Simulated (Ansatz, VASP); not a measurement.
# Sr in VASP and in Ansatz

Contents of POSCAR:

```
Sr
1.0
   -2.4250000000      2.4250000000      2.4250000000
    2.4250000000     -2.4250000000      2.4250000000
    2.4250000000      2.4250000000     -2.4250000000
Sr
1
Direct
    0.0000000000      0.0000000000      0.0000000000
```

INCAR.step1

```
ALGO = Normal ; EDIFF = 1E-4
ENCUT = 520 ; GGA = PE
ISMEAR = 0 ; LASPH = True
LCHARG = False ; LREAL = False
LWAVE = True ; NBANDS = 11
NELM = 80 ; PREC = Accurate
SIGMA = 0.15
```

INCAR.step2

```
ALGO = Normal ; EDIFF = 1E-6
ENCUT = 520 ; ISIF = 2
ISMEAR = 0 ; ISTART = 1
LASPH = True ; LCHARG = False
LMIXTAU = True ; LREAL = False
LWAVE = False ; METAGGA = R2SCAN
NBANDS = 11 ; NELM = 80
PREC = Accurate ; SIGMA = 0.15
```

KPOINTS

```
k-points
0
Gamma
  14 14 14
```

Input for Ansatz:

```yaml
crystal:
  lattice:
    - [-2.425, 2.425, 2.425]
    - [2.425, -2.425, 2.425]
    - [2.425, 2.425, -2.425]
  atoms:
    - { symbol: Sr, position: [0.0, 0.0, 0.0] }
basis:
  ecutwfc: 500
kpoints:
  mp_grid: { grid: [14, 14, 14] }
hamiltonian:
  xc: r2scan
scf:
  occupations: { method: gaussian, width: 0.15 }
output:
  forces: true
  stress: true
  eigenvalues: true
```

Alike in both runs: task single point; functional r2SCAN; k mesh 14 × 14 × 14; occupations gaussian, width 0.15 eV; no spin polarisation.

|  | VASP | Ansatz |
| --- | --- | --- |
| version | VASP 6.6.1 | Ansatz 0.2.0 |
| potentials or method | VASP PAW PBE potentials, release 64 (Sr_sv), cutoff 520 eV | scalar-relativistic, plane waves, PAW |
| valence electrons in the cell | 10 | 10 |

```tsv
	VASP	Ansatz	Ansatz less VASP
gap on the k mesh at the Fermi level (eV)	none	none	-
pressure (GPa)	-0.2	-0.2	-0.01
```

VASP's potentials were made for PBE, not for r2SCAN. A gap of «none» marks a metal or a gap that the smearing closes.
